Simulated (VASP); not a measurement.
A run of VASP 6.6.1 is set up as follows.

File INCAR:

```
  PREC = Accurate
  ENCUT = 600
  EDIFF = 1E-7
  ISMEAR = -1
  SIGMA = 0.03
  LREAL = F
  LASPH = T
  NELM = 120
  ALGO = Normal
  ISIF = 3
  LWAVE = F
  LCHARG = F
  GGA = PS
  IBRION = 2
  NSW = 100
  EDIFFG = -0.01
  GGA_COMPAT = F
  NELMIN = 4
```

The input KPOINTS:

```
Automatic mesh
0
Gamma
  9 9 6
```

Contents of POSCAR:

```
MgH2
1.0
    2.7658129200      0.0000000000      0.0000000000
   -1.3829064600      2.3952642500      0.0000000000
    0.0000000000      0.0000000000      4.5263498500
Mg H
1 2
Direct
    0.0000000000      0.0000000000      0.0000000000
    0.6666666700      0.3333333300      0.7620900300
    0.3333333300      0.6666666700      0.2379099700
```

Potentials or basis: VASP PAW PBE potentials, release 64 (Mg, H).

Run with:

```console
$ cat potpaw_PBE.64/Mg/POTCAR potpaw_PBE.64/H/POTCAR > POTCAR
$ mpirun -np 1 vasp_std > vasp.out
```

(1) Predict the relaxed cell.

(2) What does it give for the band gap on the k mesh?

(3) What does it give for the space group after relaxing (to 0.1 Å)?

(4) Estimate the relaxed volume.

Results:

(1) a = 3.001 Å, b = 3.001 Å, c = 4.351 Å, α = 90.00°, β = 90.00°, γ = 120.00°.

(2) 3.80 eV (least direct gap 4.59 eV).

(3) P-3m1 (No. 164).

(4) 11.31 Å³/atom.

Caveat: the PAW data sets were made with another functional, which shifts forces and pressure a little; an odd mesh through Γ misses points on the zone boundary, where band edges can lie.
